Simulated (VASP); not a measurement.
Write the native input for VASP 6.6.1 that does the following.

```yaml
Task: single point
Functional: BLYP
Potentials_or_basis: VASP PAW PBE potentials, release 64 (Hf_pv, Pd, Se, Br, O)
Cutoff: 520 eV
k_mesh: 8 × 8 × 2
Occupations: fermi-dirac, width 0.05 eV
Spin: no spin polarisation
Dipole_correction: no
Further_INCAR_settings: ALGO = Normal; EDIFF = 1e-06; NBANDS = 53
```

The structure of Hf2Pd2Se2Br2O3 lies in POSCAR:

```
Hf2Pd2Se2Br2O3
1.0
    3.7261300000      0.0000000000      0.0000000000
   -1.8630600000      3.2269200000      0.0000000000
    0.0000000000      0.0000000000     17.0086700000
Hf Pd Se Br O
2 2 2 2 3
Direct
    0.6666700000      0.3333300000      0.9338500000
    0.3333300000      0.6666700000      0.0661500000
    0.0000000000      0.0000000000      0.3029800000
    0.0000000000      0.0000000000      0.6970200000
    0.3333300000      0.6666700000      0.2264900000
    0.6666700000      0.3333300000      0.7735100000
    0.6666700000      0.3333300000      0.3986200000
    0.3333300000      0.6666700000      0.6013800000
    0.3333300000      0.6666700000      0.9268900000
    0.6666700000      0.3333300000      0.0731100000
    0.0000000000      0.0000000000      0.0000000000
```

One way to write it, as run:

INCAR

```
PREC = Accurate ; ENCUT = 520
EDIFF = 1E-6 ; ISMEAR = -1
SIGMA = 0.05 ; LREAL = F
LASPH = T ; NELM = 100
ALGO = Normal ; ISIF = 2
LWAVE = F ; LCHARG = F
GGA = B5 ; ALDAX = 1.0
AGGAX = 1.0 ; AGGAC = 1.0
ALDAC = 0.0 ; NBANDS = 53
```

KPOINTS

```
Automatic mesh
0
Gamma
  8 8 2
```

Potentials or basis: VASP PAW PBE potentials, release 64 (Hf_pv, Pd, Se, Br, O).

Command:

```bash
$ cat potpaw_PBE.64/Hf_pv/POTCAR potpaw_PBE.64/Pd/POTCAR potpaw_PBE.64/Se/POTCAR potpaw_PBE.64/Br/POTCAR potpaw_PBE.64/O/POTCAR > POTCAR
$ mpirun -np 1 vasp_std > vasp.out
```

It gave:

```yaml
Pressure: 4.8 GPa
Largest_force: 0.435 eV/Å
Band_gap_on_the_k_mesh: zero (bands 42 and 43 overlap by 0.46 eV)
```

Caveat: the cell stands under pressure; the PAW data sets were made with another functional, which shifts forces and pressure a little; spin-orbit coupling is left out, which moves the levels of the heavy elements; this functional lacks dispersion, which binds layers or chains, so the pressure and a relaxed spacing across them are unreliable.

Run time: 10 min on 1 thread of Intel(R) Xeon(R) Platinum 8559C (Emerald Rapids), with other jobs on the host, peak memory 0.59 GiB.
